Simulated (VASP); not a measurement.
Runs of VASP 6.6.1 on Al6SiSe3. The structure is that of space group Pm-3m (No. 221), or close to it. The cells are those of the table. 

| task | cell | k mesh | cutoff (eV) | gap on the mesh (eV) | pressure (GPa) | largest force (eV/Å) |
| --- | --- | --- | --- | --- | --- | --- |
| relaxation of cell and atoms | relaxed from a = 6.090 Å, 10 atoms | 6 × 6 × 6 | 600 | none | 0.0 | - |
| single point | a = 6.091 Å, 10 atoms | 6 × 6 × 6 | 520 | none | 0.0 | 0.01 |
| single point | a = 6.090 Å, 10 atoms | 4 × 4 × 4 | 520 | none | 0.0 | 0.01 |
| single point | a = 6.108 Å, 10 atoms | 4 × 4 × 4 | 520 | none | (a) | 4.06 |

Alike in all rows: level PBE; potentials or basis VASP PAW PBE potentials, release 64 (Al, Si, Se); no spin polarisation; smearing gaussian 0.1 eV.

Estimate the missing entries.

(a) 1.5.

Caveats: forces of over 1 eV/Å act on the atoms, so gaps and moduli don't describe the material at rest (some runs).

A k mesh can miss the band edges, and the runs leave out spin-orbit coupling on Se.

A gap of «none» marks levels without a gap at the run's occupations.
